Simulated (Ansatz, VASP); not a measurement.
Two plane-wave programs on MgO2

```
Mg O
1.0
     1.55662    0.89871    3.59880
    -1.55662    0.89871    3.59880
     0.00000   -1.79743    3.59880
Mg O
1 2
Direct
  0.00000 0.00000 0.00000
  0.42879 0.42879 0.42879
  0.57121 0.57121 0.57121
```

Change from the starting cell: strain -0.030 along x and y, +0.030 along z, atoms carried along.

Alike in both runs: task single point; functional r2SCAN; k mesh 12 × 12 × 12; occupations gaussian, width 0.05 eV; no spin polarisation.

```csv
,VASP,Ansatz
version,VASP 6.6.1,Ansatz 0.2.0
potentials or method,"VASP PAW PBE potentials, release 64 (Mg, O), cutoff 520 eV","scalar-relativistic, plane waves, PAW"
valence electrons in the cell,14,22
```

|  | VASP | Ansatz | Ansatz less VASP |
| --- | --- | --- | --- |
| gap on the k mesh at the Fermi level (eV) | 2.20 | 2.22 | +0.025 |
| least direct gap on the mesh (eV) | 2.20 | 2.22 | +0.025 |
| pressure (GPa) | -4.7 | -4.2 | +0.49 |
| traceless stress, the component that is largest in VASP (GPa) | -14.99 | -16.08 | -1.097 |
| rms of the force components (eV/Å) | 0.480 | 0.576 | +0.0959 |

VASP's potentials were made for PBE, not for r2SCAN. Atom by atom the forces differ by 0.096 eV/Å (rms over components). VASP's potentials hold 14 valence electrons a cell and Ansatz's 22, so a difference there can come from the potentials and not from the codes.
